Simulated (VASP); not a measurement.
Input of a VASP 6.6.1 run:

Contents of INCAR:

```
SYSTEM = Zr
PREC = Accurate
ENCUT = 600
EDIFF = 1E-6
ISMEAR = 0
SIGMA = 0.1
LREAL = .False.
LASPH = .True.
NELM = 80
ALGO = Normal
ISIF = 3
LWAVE = .False.
LCHARG = .False.
GGA = PS
IBRION = 2
NSW = 80
EDIFFG = -0.01
```

File KPOINTS:

```
regular mesh
0
Gamma
  16 16 16
  0 0 0
```

The input POSCAR:

```
Zr
1.0
   -1.7673332993      1.7673332993      1.7673332993
    1.7673332993     -1.7673332993      1.7673332993
    1.7673332993      1.7673332993     -1.7673332993
Zr
1
Direct
    0.0000000000      0.0000000000      0.0000000000
```

Potentials or basis: VASP PAW PBE potentials, release 64 (Zr_sv).

Launch:

```console
$ cat potpaw_PBE.64/Zr_sv/POTCAR > POTCAR
$ mpirun -np 1 vasp_std > vasp.out
```

(1) What does it give for the relaxed volume?

(2) Estimate the space group after relaxing (to 0.1 Å).

Results:

(1) 21.85 Å³/atom.

(2) Im-3m (No. 229).

Caveat: the PAW data sets were made with another functional, which shifts forces and pressure a little.
